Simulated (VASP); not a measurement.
Sb:

```
CELL_PARAMETERS angstrom
-1.57654 1.57654 2.71194
1.57654 -1.57654 2.71194
1.57654 1.57654 -2.71194
ATOMIC_POSITIONS crystal
Sb 0.00000 0.00000 0.00000
```

| Item | Value |
| --- | --- |
| Program | VASP 6.6.1 |
| Task | relaxation of cell and atoms |
| Functional | BLYP |
| Dispersion | D3(BJ) |
| Potentials or basis | VASP PAW PBE potentials, release 64 (Sb) |
| Cutoff | 600 eV |
| k mesh | 12 × 12 × 12 |
| Occupations | fermi-dirac, width 0.05 eV |
| Spin | no spin polarisation |

At the start: pressure 0.6 GPa; volume 26.96 Å³/atom.

Problem. Where does the relaxation end?

Solution. Over 8 steps the energy falls by 4.1 meV/atom and the volume is 27.46 Å³/atom (+1.9 %); space group I4/mmm (No. 139, to 0.1 Å) before and after.

Step by step:
| step | energy change (eV) | largest force (eV/Å) | pressure (GPa) | volume (Å³) |
| --- | --- | --- | --- | --- |
| 1 | 0.0000 | 0.0000 | 0.59 | 26.96 |
| 2 | -0.0005 | 0.0000 | -0.25 | 27.35 |
| 3 | -0.0006 | 0.0000 | -0.06 | 27.26 |
| 4 | -0.0008 | 0.0000 | -0.07 | 27.28 |
| 5 | -0.0021 | 0.0000 | -0.06 | 27.35 |
| 6 | -0.0040 | 0.0000 | -0.02 | 27.47 |
| 7 | -0.0040 | 0.0000 | -0.03 | 27.45 |
| 8 | -0.0041 | 0.0000 | -0.03 | 27.46 |

Final structure:
```yaml
crystal:
  lattice:
    - [-1.56385, 1.56385, 2.80713]
    - [1.56385, -1.56385, 2.80713]
    - [1.56385, 1.56385, -2.80713]
  atoms:
    - { symbol: Sb, position: [0.00000, 0.00000, 0.00000] }
```

Caveat: the dispersion term is far too large for a dense solid, which distorts pressure and volume; the PAW data sets were made with another functional, which shifts forces and pressure a little.
